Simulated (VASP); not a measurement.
Input of a VASP 6.6.1 run:

POSCAR

```
K2S
1.0
    3.7031286609      3.7031286609      0.0000000000
   -3.7031286609      3.7031286609      0.0000000000
    0.0000000000      3.7031286609      3.7031286609
K S
2 1
Direct
    0.2500000000      0.7500000000      0.5000000000
    0.7500000000      0.2500000000      0.5000000000
    0.0000000000      0.0000000000      0.0000000000
```

File INCAR.step1:

```
SYSTEM = K2S
  PREC = Accurate
  ENCUT = 550
  ISMEAR = -1
  SIGMA = 0.08
  LREAL = .False.
  LASPH = .True.
  NELM = 120
  NBANDS = 19
  GGA = PE
  ALGO = Normal
  EDIFF = 1E-5
  LWAVE = .True.
  LCHARG = .False.
  GGA_COMPAT = .False.
```

INCAR.step2

```
SYSTEM = K2S
  PREC = Accurate
  ENCUT = 550
  EDIFF = 1E-6
  ISMEAR = -1
  SIGMA = 0.08
  LREAL = .False.
  LASPH = .True.
  NELM = 120
  ALGO = Normal
  ISIF = 2
  LWAVE = .False.
  LCHARG = .False.
  METAGGA = R2SCAN
  LMIXTAU = .True.
  NBANDS = 19
  ISTART = 1
  GGA_COMPAT = .False.
```

Contents of KPOINTS:

```
regular mesh
0
Gamma
  10 10 10
  0 0 0
```

Potentials or basis: VASP PAW PBE potentials, release 64 (K_sv, S).

The run is started by

```bash
$ cat potpaw_PBE.64/K_sv/POTCAR potpaw_PBE.64/S/POTCAR > POTCAR
$ cp INCAR.step1 INCAR
$ mpirun -np 1 vasp_std > vasp.out
$ cp INCAR.step2 INCAR
$ mpirun -np 1 vasp_std > vasp.out
```

Problem. Estimate the pressure.

Solution. 0.0 GPa.

Problem. What does it give for the band gap on the k mesh?

Solution. 2.76 eV (least direct gap 2.95 eV).

Caveat: the PAW data sets were made with another functional, which shifts forces and pressure a little. A k mesh can miss the band edges.
